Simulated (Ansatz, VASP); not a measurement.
**TiC: VASP beside Ansatz**

Contents of INCAR:

```
ALGO = Normal
EDIFF = 1E-7
ENCUT = 520
GGA = PE
ISIF = 2
ISMEAR = 0
LASPH = True
LCHARG = True
LELF = True
LREAL = False
LVHAR = True
LWAVE = False
NBANDS = 15
NELM = 100
PREC = Accurate
SIGMA = 0.1
```

Contents of KPOINTS:

```
k-points
0
Gamma
  16 16 16
```

File POSCAR:

```
TiC
1.0
    0.0000000000      2.1593000000      2.1593000000
    2.1593000000      0.0000000000      2.1593000000
    2.1593000000      2.1593000000      0.0000000000
Ti C
1 1
Direct
    0.0000000000      0.0000000000      0.0000000000
    0.5000000000      0.5000000000      0.5000000000
```

Input for Ansatz:

```yaml
crystal:
  lattice:
    - [0.0, 2.1593, 2.1593]
    - [2.1593, 0.0, 2.1593]
    - [2.1593, 2.1593, 0.0]
  atoms:
    - { symbol: Ti, position: [0.0, 0.0, 0.0] }
    - { symbol: C, position: [0.5, 0.5, 0.5] }
basis:
  ecutwfc: 420
kpoints:
  mp_grid: { grid: [16, 16, 16] }
hamiltonian:
  xc: pbe
scf:
  occupations: { method: gaussian, width: 0.1 }
output:
  forces: true
  stress: true
  eigenvalues: true
  populations: true
```

Alike in both runs: task single point; functional PBE; k mesh 16 × 16 × 16; occupations gaussian, width 0.1 eV; no spin polarisation.

|  | VASP | Ansatz |
| --- | --- | --- |
| version | VASP 6.6.1 | Ansatz 0.2.0 |
| potentials or method | VASP PAW PBE potentials, release 64 (Ti_sv, C), cutoff 520 eV | scalar-relativistic, plane waves, PAW |
| valence electrons in the cell | 16 | 16 |

```csv
,VASP,Ansatz,Ansatz less VASP
gap on the k mesh at the Fermi level (eV),none,none,-
pressure (GPa),2.8,2.5,-0.21
```

A gap of «none» marks a metal or a gap that the smearing closes. The functional is the same, so the differences come from potentials, cutoffs and numerics.
